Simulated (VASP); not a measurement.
A run of VASP 6.6.1 is set up as follows.

File INCAR:

```
PREC = Accurate
ENCUT = 520
EDIFF = 1E-6
ISMEAR = -1
SIGMA = 0.1
LREAL = F
LASPH = T
NELM = 100
ALGO = Normal
ISIF = 2
LWAVE = F
LCHARG = T
GGA = PS
LELF = T
LVHAR = T
NBANDS = 11
```

KPOINTS

```
regular mesh
0
Gamma
  14 14 14
```

The input POSCAR:

```
Pt
1.0
    2.5171705039      0.0000000000      0.0000000000
    0.0000000000      2.5171705039      0.0000000000
    0.0000000000      0.0000000000      2.5171705039
Pt
1
Direct
    0.0000000000      0.0000000000      0.0000000000
```

Potentials or basis: VASP PAW PBE potentials, release 64 (Pt).

Command:

```sh
$ cat potpaw_PBE.64/Pt/POTCAR > POTCAR
$ mpirun -np 1 vasp_std > vasp.out
```

Q: What does it give for the band gap on the k mesh?

A: Zero (band 5 reaches 12.67 eV, above the bottom of band 6 at 8.79 eV).

Q: What does it give for the pressure?

A: 22.0 GPa.

Caveat: the PAW data sets were made with another functional, which shifts forces and pressure a little; spin-orbit coupling is left out, which moves the levels of the heavy elements.
